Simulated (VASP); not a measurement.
Here is a VASP 6.6.1 calculation.

Contents of INCAR:

```
SYSTEM = Cs2SnC2
PREC = Accurate
ENCUT = 520
EDIFF = 1E-7
ISMEAR = 0
SIGMA = 0.01
LREAL = .False.
LASPH = .True.
NELM = 60
ALGO = Normal
ISIF = 2
LWAVE = .False.
LCHARG = .False.
GGA = PE
NBANDS = 51
NELECT = 79.0
```

Contents of KPOINTS:

```
Automatic mesh
0
Gamma
  4 4 4
  0 0 0
```

POSCAR

```
Cs2SnC2
1.0
    0.0000000000      0.0000000000      6.5551340000
    6.9091470000     -3.6452500000      3.2775670000
    6.9091470000      3.6452500000     -3.2775670000
Cs Sn C
4 2 4
Direct
    0.3400000000      0.0129000000      0.6929000000
    0.6600000000      0.9871000000      0.3071000000
    0.1600000000      0.6929000000      0.0129000000
    0.8400000000      0.3071000000      0.9871000000
    0.2500000000      0.5000000000      0.5000000000
    0.7500000000      0.5000000000      0.5000000000
    0.3252000000      0.7730000000      0.4234000000
    0.6748000000      0.2270000000      0.5766000000
    0.1748000000      0.4234000000      0.7730000000
    0.8252000000      0.5766000000      0.2270000000
```

Potentials or basis: VASP PAW PBE potentials, release 64 (Cs_sv, Sn_d, C).

Run with:

```sh
$ cat potpaw_PBE.64/Cs_sv/POTCAR potpaw_PBE.64/Sn_d/POTCAR potpaw_PBE.64/C/POTCAR > POTCAR
$ mpirun -np 1 vasp_std > vasp.out
```

Task: What does it give for the largest force?

Result: 1.759 eV/Å.

Forces on the atoms (eV/Å):
```
Cs  -0.316  0.230  0.000
Cs   0.316 -0.230  0.000
Cs  -0.316 -0.230  0.000
Cs   0.316  0.230  0.000
Sn   0.000  0.000  0.000
Sn   0.000  0.000  0.000
C   -1.355  1.122  0.000
C    1.355 -1.122  0.000
C   -1.355 -1.122  0.000
C    1.355  1.122  0.000
```

Caveat: the cell carries a net charge on a neutralising background, which shifts energy and pressure; forces of over 1 eV/Å act on the atoms, so gaps and moduli don't describe the material at rest.
